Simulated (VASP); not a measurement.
Here is a VASP 6.6.1 calculation.

Contents of INCAR:

```
SYSTEM = MnSe
PREC = Accurate ; ENCUT = 520
EDIFF = 1E-6 ; ISMEAR = -1
SIGMA = 0.08 ; LREAL = .FALSE.
LASPH = .TRUE. ; NELM = 150
ALGO = Normal ; ISIF = 2
LWAVE = .FALSE. ; LCHARG = .FALSE.
ISPIN = 2 ; MAGMOM = 3 0
LORBIT = 11 ; LMAXMIX = 4
GGA = PS ; NBANDS = 20
```

Contents of KPOINTS:

```
regular mesh
0
G
  15 15 15
  0 0 0
```

Contents of POSCAR:

```
MnSe
1.0
    0.0000000000      2.4137995610      2.4137995610
    2.4137995610      0.0000000000      2.4137995610
    2.4137995610      2.4137995610      0.0000000000
Mn Se
1 1
Direct
    0.0000000000      0.0000000000      0.0000000000
    0.5000000000      0.5000000000      0.5000000000
```

Potentials or basis: VASP PAW PBE potentials, release 64 (Mn_pv, Se).

Launch:

```sh
$ cat potpaw_PBE.64/Mn_pv/POTCAR potpaw_PBE.64/Se/POTCAR > POTCAR
$ mpirun -np 1 vasp_std > vasp.out
```

(1) Predict the net moment.

(2) Predict the site moments.

Answers

(1) 3.32 μB per cell.

(2) Mn +3.14; Se +0.04 μB.

Caveat: a cell with one magnetic atom can't hold antiferromagnetic order, which such compounds often take.
